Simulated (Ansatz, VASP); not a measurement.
## P in VASP and in Ansatz

Contents of INCAR:

```
SYSTEM = P
PREC = Accurate ; ENCUT = 520
EDIFF = 1E-7 ; ISMEAR = 0
SIGMA = 0.1 ; LREAL = .False.
LASPH = .True. ; NELM = 60
ALGO = Normal ; ISIF = 2
LWAVE = .False. ; LCHARG = .True.
GGA = PE ; LELF = .True.
LVHAR = .True. ; NBANDS = 30
```

File KPOINTS:

```
regular mesh
0
Gamma
  4 4 4
  0 0 0
```

POSCAR

```
P
1.0
   -3.9393701295      3.9393701295      3.2198957501
    3.9393701295     -3.9393701295      3.2198957501
    3.9393701295      3.9393701295     -3.2198957501
P
8
Direct
    0.7764921538      0.0261848483      0.8693790431
    0.1568058052      0.9071131107      0.1306209569
    0.6571131107      0.4068058052      0.6306209569
    0.7761848483      0.0264921538      0.3693790431
    0.5931941948      0.2238151517      0.2503073055
    0.9735078462      0.3428868893      0.7496926945
    0.9738151517      0.8431941948      0.7503073055
    0.0928868893      0.2235078462      0.2496926945
```

Input for Ansatz:

```yaml
crystal:
  lattice:
    - [-3.9393701295, 3.9393701295, 3.2198957501]
    - [3.9393701295, -3.9393701295, 3.2198957501]
    - [3.9393701295, 3.9393701295, -3.2198957501]
  atoms:
    - { symbol: P, position: [0.7764921538, 0.0261848483, 0.8693790431] }
    - { symbol: P, position: [0.1568058052, 0.9071131107, 0.1306209569] }
    - { symbol: P, position: [0.6571131107, 0.4068058052, 0.6306209569] }
    - { symbol: P, position: [0.7761848483, 0.0264921538, 0.3693790431] }
    - { symbol: P, position: [0.5931941948, 0.2238151517, 0.2503073055] }
    - { symbol: P, position: [0.9735078462, 0.3428868893, 0.7496926945] }
    - { symbol: P, position: [0.9738151517, 0.8431941948, 0.7503073055] }
    - { symbol: P, position: [0.0928868893, 0.2235078462, 0.2496926945] }
basis:
  ecutwfc: 420
kpoints:
  mp_grid: { grid: [4, 4, 4] }
hamiltonian:
  xc: pbe
scf:
  occupations: { method: gaussian, width: 0.1 }
  lower_state_search: "off"
output:
  forces: true
  stress: true
  eigenvalues: true
```

Change from the starting cell: the structure that the rattled cell fell into.

Alike in both runs: task single point; functional PBE; k mesh 4 × 4 × 4; occupations gaussian, width 0.1 eV; no spin polarisation.

```csv
,VASP,Ansatz
version,VASP 6.6.1,Ansatz 0.2.0
potentials or method,"VASP PAW PBE potentials, release 64 (P), cutoff 520 eV","scalar-relativistic, plane waves, PAW"
valence electrons in the cell,40,40
```

Ansatz gave:

| Quantity | Value |
| --- | --- |
| gap on the k mesh at the Fermi level (eV) | 1.60 |
| least direct gap on the mesh (eV) | 1.68 |
| pressure (GPa) | -0.1 |
| traceless stress, the component that is largest in VASP (GPa) | 0.06 |
| rms of the force components (eV/Å) | 0.020 |

**Question.** Estimate VASP's values.

**Answer.** gap on the k mesh at the Fermi level (eV): 1.63; least direct gap on the mesh (eV): 1.71; pressure (GPa): -0.3; traceless stress, the component that is largest in VASP (GPa): 0.06; rms of the force components (eV/Å): 0.056.

Atom by atom the forces differ by 0.038 eV/Å (rms over components).
